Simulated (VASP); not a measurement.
Here is a VASP 6.6.1 calculation.

File INCAR:

```
PREC = Accurate ; ENCUT = 600
EDIFF = 1E-6 ; ISMEAR = -1
SIGMA = 0.02 ; LREAL = F
LASPH = T ; NELM = 100
ALGO = Normal ; ISIF = 3
LWAVE = F ; LCHARG = F
GGA = PE ; IBRION = 2
NSW = 80 ; EDIFFG = -0.005
```

Contents of KPOINTS:

```
Automatic mesh
0
Gamma
  10 10 10
```

The input POSCAR:

```
Al
1.0
    0.0000000000      2.0248050000      2.0248050000
    2.0248050000      0.0000000000      2.0248050000
    2.0248050000      2.0248050000      0.0000000000
Al
1
Direct
    0.0000000000      0.0000000000      0.0000000000
```

Potentials or basis: VASP PAW PBE potentials, release 64 (Al).

Run with:

```console
$ cat potpaw_PBE.64/Al/POTCAR > POTCAR
$ mpirun -np 1 vasp_std > vasp.out
```

Q: What does it give for the relaxed volume?

A: 16.43 Å³/atom.

Q: What does it give for the space group after relaxing (to 0.05 Å)?

A: Fm-3m (No. 225).

Final structure:
```xyz
1
Lattice="0.0000 2.0177 2.0177 2.0177 0.0000 2.0177 2.0177 2.0177 0.0000" Properties=species:S:1:pos:R:3 pbc="T T T"
Al    0.0000    0.0000    0.0000
```
